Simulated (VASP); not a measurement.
# H2C5 in VASP: further runs

Runs on H2C5. Level: PBE. Tasks: single point.

Program: VASP 6.6.1. These are calculated values, not measurements. Logs are shortened: lines on timing, memory, paths and dates and some standing lists are left out, and cuts for length are marked.

### 1 The cell of the first run

The cell holds a slab with vacuum, 56 atoms: a = 5.049 Å, b = 10.097 Å, c = 16.165 Å, α = 90.00°, β = 90.00°, γ = 90.00°.

### 2 Single point, PBE

The input, INCAR:

```
SYSTEM = H2C5
PREC     = Accurate       ! precision mode
ENCUT    = 520            ! plane-wave cutoff, eV
EDIFF    = 1E-7           ! SCF threshold, eV
ISMEAR   = -1             ! smearing method
SIGMA    = 0.02           ! smearing width, eV
LREAL    = Auto         
LASPH    = .True.         ! aspherical terms in the spheres
NELM     = 60             ! most SCF steps
ALGO     = Normal         ! electronic algorithm
ISIF     = 2              ! what is computed and relaxed
LWAVE    = .False.        ! write WAVECAR
LCHARG   = .True.         ! write CHGCAR
GGA      = PE             ! functional
LELF     = .True.         ! ELF
LVHAR    = .True.       
NBANDS   = 122            ! bands
```

The input, KPOINTS:

```
Automatic mesh
0
Gamma
  2 1 1
  0 0 0
```

The input, POSCAR:

```
H2C5
1.0
    5.0487420000      0.0000000000      0.0000000000
    0.0000000000     10.0974850000      0.0000000000
    0.0000000000      0.0000000000     16.1647000000
H C
16 40
Direct
    0.4277868000      0.0000000000      0.0618632000
    0.0722132000      0.0000000000      0.0618632000
    0.9277868000      0.0000000000      0.0618632000
    0.5722132000      0.0000000000      0.0618632000
    0.4277868000      0.2500000000      0.0618632000
    0.0722132000      0.2500000000      0.0618632000
    0.9277868000      0.2500000000      0.0618632000
    0.5722132000      0.2500000000      0.0618632000
    0.4277868000      0.5000000000      0.0618632000
    0.0722132000      0.5000000000      0.0618632000
    0.9277868000      0.5000000000      0.0618632000
    0.5722132000      0.5000000000      0.0618632000
    0.4277868000      0.7500000000      0.0618632000
    0.0722132000      0.7500000000      0.0618632000
    0.9277868000      0.7500000000      0.0618632000
    0.5722132000      0.7500000000      0.0618632000
    0.2500000000      0.0000000000      0.1011278000
    0.7500000000      0.0000000000      0.1011278000
    0.2500000000      0.2500000000      0.1011278000
    0.7500000000      0.2500000000      0.1011278000
    0.2500000000      0.5000000000      0.1011278000
    0.7500000000      0.5000000000      0.1011278000
    0.2500000000      0.7500000000      0.1011278000
    0.7500000000      0.7500000000      0.1011278000
    0.2500000000      0.1250000000      0.1563407000
    0.7500000000      0.1250000000      0.1563407000
    0.2500000000      0.3750000000      0.1563407000
    0.7500000000      0.3750000000      0.1563407000
    0.2500000000      0.6250000000      0.1563407000
    0.7500000000      0.6250000000      0.1563407000
    0.2500000000      0.8750000000      0.1563407000
    0.7500000000      0.8750000000      0.1563407000
    0.0000000000      0.1249029316      0.2060776784
    0.5000000000      0.1249029316      0.2060776784
    0.0000000000      0.3749265812      0.2177951302
    0.5000000000      0.3749265812      0.2177951302
    0.0000000000      0.6249029316      0.2060776784
    0.5000000000      0.6249029316      0.2060776784
    0.0000000000      0.8749265812      0.2177951302
    0.5000000000      0.8749265812      0.2177951302
    0.0000000000      0.0083147069      0.2698300492
    0.5000000000      0.0083147069      0.2698300492
    0.0000000000      0.2414638925      0.2698107282
    0.5000000000      0.2414638925      0.2698107282
    0.0000000000      0.5083147069      0.2698300492
    0.5000000000      0.5083147069      0.2698300492
    0.0000000000      0.7414638925      0.2698107282
    0.5000000000      0.7414638925      0.2698107282
    0.2500000000      0.0562797165      0.3119884267
    0.7500000000      0.0562797165      0.3119884267
    0.2500000000      0.1933653171      0.3119414042
    0.7500000000      0.1933653171      0.3119414042
    0.2500000000      0.5562797165      0.3119884267
    0.7500000000      0.5562797165      0.3119884267
    0.2500000000      0.6933653171      0.3119414042
    0.7500000000      0.6933653171      0.3119414042
```

Potentials or basis: VASP PAW PBE potentials, release 64 (H, C).

On the command line:

```
cat potpaw_PBE.64/H/POTCAR potpaw_PBE.64/C/POTCAR > POTCAR
mpirun -np 1 vasp_std > vasp.out
```

OUTCAR:

```text
SYSTEM = H2C5
   PREC = Accurate
   ENCUT = 520
   EDIFF = 1E-7
   ISMEAR = -1
   LREAL = Auto
   LASPH = .True.
   NELM = 60
   ISIF = 2
   GGA = PE

 ion  position               nearest neighbor table
   1  0.428  0.000  0.062-   4 0.73  17 1.10
   2  0.072  0.000  0.062-   3 0.73  17 1.10
   3  0.928  0.000  0.062-   2 0.73  18 1.10
   4  0.572  0.000  0.062-   1 0.73  18 1.10
   5  0.428  0.250  0.062-   8 0.73  19 1.10
   6  0.072  0.250  0.062-   7 0.73  19 1.10
[... 8 lines left out ...]
  15  0.928  0.750  0.062-  14 0.73  24 1.10
  16  0.572  0.750  0.062-  13 0.73  24 1.10
  17  0.250  0.000  0.101-   1 1.10   2 1.10  25 1.55  31 1.55
[... 47 lines left out ...]
 A1 = (   5.0487420000,   0.0000000000,   0.0000000000)
 A2 = (   0.0000000000,  10.0974850000,   0.0000000000)
 A3 = (   0.0000000000,   0.0000000000,  16.1647000000)

Analysis of symmetry for initial positions (statically):
=====================================================================
 Subroutine PRICEL returns following result:

  LATTYP: Found a simple orthorhombic cell.
 ALAT       =     2.5243710000
 B/A-ratio  =     2.0000001981
 C/A-ratio  =     6.4034565442

  Lattice vectors:

 A1 = (   2.5243710000,   0.0000000000,   0.0000000000)
 A2 = (   0.0000000000,   5.0487425000,   0.0000000000)
 A3 = (   0.0000000000,   0.0000000000,  16.1647000000)

   4 primitive cells build up your supercell.

 Routine SETGRP: Setting up the symmetry group for a
 simple orthorhombic supercell.

 Subroutine GETGRP returns: Found  2 space group operations
 (whereof  2 operations were pure point group operations)
 out of a pool of  8 trial point group operations.

The static configuration has the point symmetry C_1h.

Analysis of symmetry for dynamics (positions and initial velocities):
=====================================================================
 Subroutine PRICEL returns following result:

  LATTYP: Found a simple orthorhombic cell.
 ALAT       =     2.5243710000
 B/A-ratio  =     2.0000001981
 C/A-ratio  =     6.4034565442

  Lattice vectors:

 A1 = (   2.5243710000,   0.0000000000,   0.0000000000)
 A2 = (   0.0000000000,   5.0487425000,   0.0000000000)
 A3 = (   0.0000000000,   0.0000000000,  16.1647000000)

   4 primitive cells build up your supercell.

 Routine SETGRP: Setting up the symmetry group for a
 simple orthorhombic supercell.

 Subroutine GETGRP returns: Found  2 space group operations
 (whereof  2 operations were pure point group operations)
 out of a pool of  8 trial point group operations.

The dynamic configuration has the point symmetry C_1h.

 Subroutine INISYM returns: Found  2 space group operations
 (whereof  2 operations are pure point group operations),
 and found     4 'primitive' translations

----------------------------------------------------------------------------------------

                                     Primitive cell

  volume of cell :     206.0175

  direct lattice vectors                    reciprocal lattice vectors
     2.524371000  0.000000000  0.000000000     0.396138286  0.000000000  0.000000000
     0.000000000  5.048742500  0.000000000     0.000000000  0.198069123  0.000000000
     0.000000000  0.000000000 16.164700000     0.000000000  0.000000000  0.061863196

  length of vectors
     2.524371000  5.048742500 16.164700000     0.396138286  0.198069123  0.061863196

  position of ions in fractional coordinates (direct lattice)
     0.855573600  0.000000000  0.061863200
     0.144426400  0.000000000  0.061863200
     0.855573600  0.500000000  0.061863200
     0.144426400  0.500000000  0.061863200
     0.500000000  0.000000000  0.101127800
     0.500000000  0.500000000  0.101127800
     0.500000000  0.250000000  0.156340700
     0.500000000  0.750000000  0.156340700
     0.000000000  0.249805863  0.206077678
[... 30 lines left out ...]

 Generating k-lattice:

  Cartesian coordinates                     Fractional coordinates (reciprocal lattice)
     0.099034571  0.000000000  0.000000000     0.500000000  0.000000000  0.000000000
     0.000000000  0.099034562  0.000000000     0.000000000  1.000000000  0.000000000
     0.000000000  0.000000000  0.061863196     0.000000000  0.000000000  1.000000000

  Length of vectors
     0.099034571  0.099034562  0.061863196

  Shift w.r.t. Gamma in fractional coordinates (k-lattice)
     0.000000000  0.000000000  0.000000000

 Subroutine IBZKPT returns following result:
 ===========================================

 Found      2 irreducible k-points:

 Following reciprocal coordinates:
            Coordinates               Weight
  0.000000  0.000000  0.000000      1.000000
  0.500000  0.000000  0.000000      1.000000
   k-points           NKPTS =      2   k-points in BZ     NKDIM =      2   number of bands    NBANDS=    122
   number of dos      NEDOS =    301   number of ions     NIONS =     56
   total plane-waves  NPLWV = 384000
   dimension x,y,z NGX =    40 NGY =   80 NGZ =  120
   dimension x,y,z NGXF=    80 NGYF=  160 NGZF=  240
   ions per type =              16  40
   NGX,Y,Z   is equivalent  to a cutoff of  13.17, 13.17, 12.34 a.u.
   NGXF,Y,Z  is equivalent  to a cutoff of  26.34, 26.34, 24.68 a.u.
 SYSTEM =  H2C5
   PREC   = accura    normal or accurate (medium, high low for compatibility)
   ISTART =      0    job   : 0-new  1-cont  2-samecut
   ICHARG =      2    charge: 1-file 2-atom 10-const
   ISPIN  =      1    spin polarized calculation?
   LNONCOLLINEAR =      F non collinear calculations
   LSORBIT =      F    spin-orbit coupling
   LASPH  =      T    aspherical Exc in radial PAW
   ENCUT  =  520.0 eV  38.22 Ry    6.18 a.u.   9.39 18.77 30.06*2*pi/ulx,y,z
   NELM   =     60;   NELMIN=  2; NELMDL= -5     # of ELM steps
   EDIFF  = 0.1E-06   stopping-criterion for ELM
   LREAL  =      T    real-space projection
   EDIFFG = 0.1E-05   stopping-criterion for IOM
   NSW    =      0    number of steps for IOM
   IBRION =     -1    ionic relax: 0-MD 1-quasi-New 2-CG
   NFREE  =      0    steps in history (QN), initial steepest desc. (CG)
   ISIF   =      2    stress and relaxation
   ISYM   =      2    0-nonsym 1-usesym 2-fastsym
   POTIM  = 0.5000    time-step for ionic-motion
   TEBEG  =    0.0;   TEEND  =   0.0 temperature during run
   PSTRESS=    0.0 pullay stress
   NELECT =     176.0000    total number of electrons
   NUPDOWN=      -1.0000    fix difference up-down
   EMIN   =  10.00;   EMAX   =-10.00  energy-range for DOS
   EFERMI =   0.00;   METHOD = LEGACY
   ISMEAR =    -1;   SIGMA  =   0.02  broadening in eV -4-tet -1-fermi 0-gaus
   EFERMI_NEDOS =   21; number of points for ismear=-14 and -15
   IALGO  =     38    algorithm
   IMIX   =      4    mixing-type and parameters
     AMIX     =   0.40;   BMIX     =  1.00
     AMIX_MAG =   1.60;   BMIX_MAG =  1.00
  volume/ion in A,a.u.               =      14.72        99.31
  Fermi-wavevector in a.u.,A,eV,Ry     =   0.978568  1.849226 13.028877  0.957595
  Thomas-Fermi vector in A             =   2.109354
   LORBIT       =      0    0 simple, 1 ext, 2 COOP (PROOUT), +10 PAW based schemes
   GGA     = PE    functional components
   LHFCALC =     F    Hartree Fock is set to
   AEXX    =    0.0000 exact exchange contribution
   IVDW    =     0    specifies the selected vdW correction
   LEPSILON=     F    determine dielectric tensor
   LRPA    =     F    only Hartree local field effects (RPA)
 non-spin polarized calculation
  energy-cutoff  :      520.00
  volume of cell :      824.07
 maximum number of plane-waves:     22199
 NGX is ok and might be reduce to    40
   NGX = 19   NGY = 37   NGZ = 61

 number of electron     176.0000011 magnetization

 Free energy of the ion-electron system (eV)
  ---------------------------------------------------
  ext. energy  EPLUGINS =         0.00000000
  ---------------------------------------------------
  free energy    TOTEN  =      -378.29993134 eV

  energy without entropy =     -378.29993134  energy(sigma->0) =     -378.29993134

 E-fermi :   0.8085     XC(G=0):  -5.1563

 val. band max:        0.3865363358   @ k =   0.0000   0.0000   0.0000
 cond. band min:       1.2280514827   @ k =   0.0000   0.0000   0.0000
 fundamental gap:      0.8415151469
 Fermi energy:         0.8085386864

 k-point     1 :       0.0000    0.0000    0.0000
  band No.  band energies     occupation
      1     -21.0248      2.00000
      2     -20.5764      2.00000
      3     -18.9267      2.00000
      4     -18.8070      2.00000
      5     -18.0686      2.00000
      6     -16.7559      2.00000
[... 92 lines left out ...]
     99       4.2245      0.00000
    100       4.3107      0.00000

 k-point     2 :       0.5000    0.0000    0.0000
  band No.  band energies     occupation
      1     -19.8843      2.00000
      2     -19.8843      2.00000
      3     -19.4438      2.00000
      4     -19.4438      2.00000
      5     -17.7935      2.00000
      6     -17.7935      2.00000
[... 92 lines left out ...]
     99       5.0239      0.00000
    100       5.0239      0.00000
 [bands above 100 left out]

------------------------ aborting loop because EDIFF is reached ----------------------------------------

  FORCE on cell =-STRESS in cart. coord.  units (eV):
  Direction    XX          YY          ZZ          XY          YZ          ZX
  --------------------------------------------------------------------------------------
  -------------------------------------------------------------------------------------
  Total      163.5527870    -11.9867285     -8.7680235      0.0000000      0.2480234      0.0000000
  in kB      317.9834286    -23.3048980    -17.0470112      0.0000000      0.4822134      0.0000000
  external PRESSURE =      92.5438398 kB  Pullay stress =       0.0000000 kB

 VOLUME and BASIS-vectors are now :
 -----------------------------------------------------------------------------
  energy-cutoff  :      520.00
  volume of cell :      824.07
      direct lattice vectors                 reciprocal lattice vectors
     5.048742000  0.000000000  0.000000000     0.198069143  0.000000000  0.000000000
     0.000000000 10.097485000  0.000000000     0.000000000  0.099034562  0.000000000
     0.000000000  0.000000000 16.164700000     0.000000000  0.000000000  0.061863196

 POSITION                                       TOTAL-FORCE (eV/Angst)
 -----------------------------------------------------------------------------------
      2.15979      0.00000      1.00000        -8.937813     -0.059187      0.061762
      0.36459      0.00000      1.00000         8.937813     -0.059187      0.061762
      4.68416      0.00000      1.00000        -8.937813     -0.059187      0.061762
      2.88896      0.00000      1.00000         8.937813     -0.059187      0.061762
      2.15979      2.52437      1.00000        -8.938061      0.059384      0.061954
      0.36459      2.52437      1.00000         8.938061      0.059384      0.061954
[... 48 lines left out ...]
      1.26219      7.00125      5.04244         0.000000      0.067252      0.035164
      3.78656      7.00125      5.04244         0.000000      0.067252      0.035164
 -----------------------------------------------------------------------------------
    total drift:                                0.000000     -0.037981     -0.041621

  FREE ENERGIE OF THE ION-ELECTRON SYSTEM (eV)
  ---------------------------------------------------
  free  energy   TOTEN  =      -378.2999313386 eV

  energy  without entropy=     -378.2999313379  energy(sigma->0) =     -378.29993134
```

Run time: 14 min. Hardware: 1 thread of Intel Xeon 8259CL, shared host; peak memory 0.83 GiB.

What came out:

- Free energy: -378.2999 eV
- Largest force: 8.938 eV/Å
- Band gap on the k mesh: 0.84 eV

Forces on the atoms (eV/Å):
```
H   -8.938 -0.059  0.062
H    8.938 -0.059  0.062
H   -8.938 -0.059  0.062
H    8.938 -0.059  0.062
H   -8.938  0.059  0.062
H    8.938  0.059  0.062
H   -8.938  0.059  0.062
H    8.938  0.059  0.062
H   -8.938 -0.059  0.062
H    8.938 -0.059  0.062
H   -8.938 -0.059  0.062
H    8.938 -0.059  0.062
H   -8.938  0.059  0.062
H    8.938  0.059  0.062
H   -8.938  0.059  0.062
H    8.938  0.059  0.062
C    0.000 -0.186  0.996
C    0.000 -0.186  0.996
C    0.000  0.187  0.998
C    0.000  0.187  0.998
C    0.000 -0.186  0.996
C    0.000 -0.186  0.996
C    0.000  0.187  0.998
C    0.000  0.187  0.998
C    0.000 -0.012 -3.538
C    0.000 -0.012 -3.538
C    0.000 -0.011  1.228
C    0.000 -0.011  1.228
C    0.000 -0.012 -3.538
C    0.000 -0.012 -3.538
C    0.000 -0.011  1.228
C    0.000 -0.011  1.228
C    0.000  0.006  0.004
C    0.000  0.006  0.004
C    0.000  0.002  0.015
C    0.000  0.002  0.015
C    0.000  0.006  0.004
C    0.000  0.006  0.004
C    0.000  0.002  0.015
C    0.000  0.002  0.015
C    0.000 -0.035 -0.016
C    0.000 -0.035 -0.016
C    0.000  0.026  0.003
C    0.000  0.026  0.003
C    0.000 -0.035 -0.016
C    0.000 -0.035 -0.016
C    0.000  0.026  0.003
C    0.000  0.026  0.003
C    0.000 -0.043  0.029
C    0.000 -0.043  0.029
C    0.000  0.067  0.035
C    0.000  0.067  0.035
C    0.000 -0.043  0.029
C    0.000 -0.043  0.029
C    0.000  0.067  0.035
C    0.000  0.067  0.035
```

Caveat: the k points lie up to 0.62 Å⁻¹ apart; there is no dipole correction, which matters where the two faces differ.

[end of part 1 of 2]
